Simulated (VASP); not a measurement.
Here is a VASP 6.6.1 calculation.

The input POSCAR:

```
BP
1.0
    0.0000000000      2.2375332537      2.2375332537
    2.2375332537      0.0000000000      2.2375332537
    2.2375332537      2.2375332537      0.0000000000
B P
1 1
Direct
    0.0000000000      0.0000000000      0.0000000000
    0.2500000000      0.2500000000      0.2500000000
```

INCAR.step1

```
SYSTEM = BP
PREC     = Accurate       ! precision mode
ENCUT    = 500            ! plane-wave cutoff, eV
EDIFF    = 1E-8           ! SCF threshold, eV
ISMEAR   = 0              ! smearing method
SIGMA    = 0.01           ! smearing width, eV
LREAL    = .FALSE.        ! projectors in reciprocal space
LASPH    = .TRUE.         ! aspherical terms in the spheres
NELM     = 80             ! most SCF steps
ALGO     = Normal         ! electronic algorithm
LWAVE    = .TRUE.         ! write WAVECAR
LCHARG   = .FALSE.        ! write CHGCAR
GGA      = PS             ! functional
```

The input INCAR.step2:

```
SYSTEM = BP
PREC     = Accurate       ! precision mode
ENCUT    = 500            ! plane-wave cutoff, eV
EDIFF    = 1E-8           ! SCF threshold, eV
ISMEAR   = 0              ! smearing method
SIGMA    = 0.01           ! smearing width, eV
LREAL    = .FALSE.        ! projectors in reciprocal space
LASPH    = .TRUE.         ! aspherical terms in the spheres
NELM     = 1              ! most SCF steps
ALGO     = Exact          ! electronic algorithm
LWAVE    = .TRUE.         ! write WAVECAR
LCHARG   = .FALSE.        ! write CHGCAR
GGA      = PS             ! functional
NBANDS   = 54             ! bands
LOPTICS  = .TRUE.         ! frequency-dependent dielectric function
ISTART   = 1
```

Contents of INCAR.step3:

```
SYSTEM = BP
PREC     = Accurate       ! precision mode
ENCUT    = 500            ! plane-wave cutoff, eV
EDIFF    = 1E-8           ! SCF threshold, eV
ISMEAR   = 0              ! smearing method
SIGMA    = 0.01           ! smearing width, eV
LREAL    = .FALSE.        ! projectors in reciprocal space
LASPH    = .TRUE.         ! aspherical terms in the spheres
ALGO     = EVGW0          ! electronic algorithm
LWAVE    = .FALSE.        ! write WAVECAR
LCHARG   = .FALSE.        ! write CHGCAR
GGA      = PS             ! functional
NELMGW   = 1            
NBANDS   = 54             ! bands
ENCUTGW  = 100.0          ! cutoff of the response function
NOMEGA   = 48             ! frequency points
PRECFOCK = Fast         
ISTART   = 1            
NBANDSGW = 12
```

The input KPOINTS:

```
regular mesh
0
G
  6 6 6
  0 0 0
```

Potentials or basis: VASP PAW PBE potentials, release 64 (B_GW, P_GW).

The run is started by

```bash
$ cat potpaw_PBE.64/B_GW/POTCAR potpaw_PBE.64/P_GW/POTCAR > POTCAR
$ cp INCAR.step1 INCAR
$ mpirun -np 1 vasp_std > vasp.out
$ cp INCAR.step2 INCAR
$ mpirun -np 1 vasp_std > vasp.out
$ cp INCAR.step3 INCAR
$ mpirun -np 1 vasp_std > vasp.out
```

(1) Estimate the quasiparticle gap.

(2) Estimate the least direct quasiparticle gap.

(3) Predict the band gap on the k mesh, mean-field level.

Results:

(1) 1.77 eV.

(2) 4.28 eV.

(3) 1.14 eV, indirect (least direct gap 3.43 eV).

Caveat: bands, screening cutoff and mesh are small and nothing is extrapolated, so the quasiparticle values aren't converged.
